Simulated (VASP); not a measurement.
The system is Mg.

```
CELL_PARAMETERS angstrom
3.17683 0.00000 0.00000
-1.58841 2.75121 0.00000
0.00000 0.00000 10.31886
ATOMIC_POSITIONS crystal
Mg 0.66667 0.33333 0.75000
Mg 0.00000 0.00000 0.50000
Mg 0.33333 0.66667 0.25000
Mg 0.00000 0.00000 0.00000
```

* Program: VASP 6.6.1
* Task: relaxation of cell and atoms
* Functional: BLYP
* Potentials or basis: VASP PAW PBE potentials, release 64 (Mg)
* Cutoff: 600 eV
* k mesh: 10 × 10 × 3
* Occupations: fermi-dirac, width 0.05 eV
* Spin: no spin polarisation

At the start: pressure 1.6 GPa; volume 22.55 Å³/atom.

Problem. Where does the relaxation end?

Solution. Over 6 steps the energy falls by 6.2 meV/atom and the volume is 23.62 Å³/atom (+4.7 %); space group P6_3/mmc (No. 194, to 0.05 Å).

The path:
```tsv
step	energy change (eV)	largest force (eV/Å)	pressure (GPa)	volume (Å³)
1	0.0000	0.0000	1.58	90.19
2	-0.0212	0.0000	0.46	93.12
3	-0.0240	0.0000	-0.04	94.60
4	-0.0240	0.0000	-0.07	94.69
5	-0.0245	0.0000	-0.03	94.60
6	-0.0249	0.0000	0.02	94.46
```

Final structure:
```xyz
4
Lattice="3.2044 0.0000 0.0000 -1.6022 2.7751 0.0000 0.0000 0.0000 10.6226" Properties=species:S:1:pos:R:3 pbc="T T T"
Mg    1.6022    0.9250    7.9670
Mg    0.0000    0.0000    5.3113
Mg    0.0000    1.8501    2.6557
Mg    0.0000    0.0000    0.0000
```

Caveat: the PAW data sets were made with another functional, which shifts forces and pressure a little.
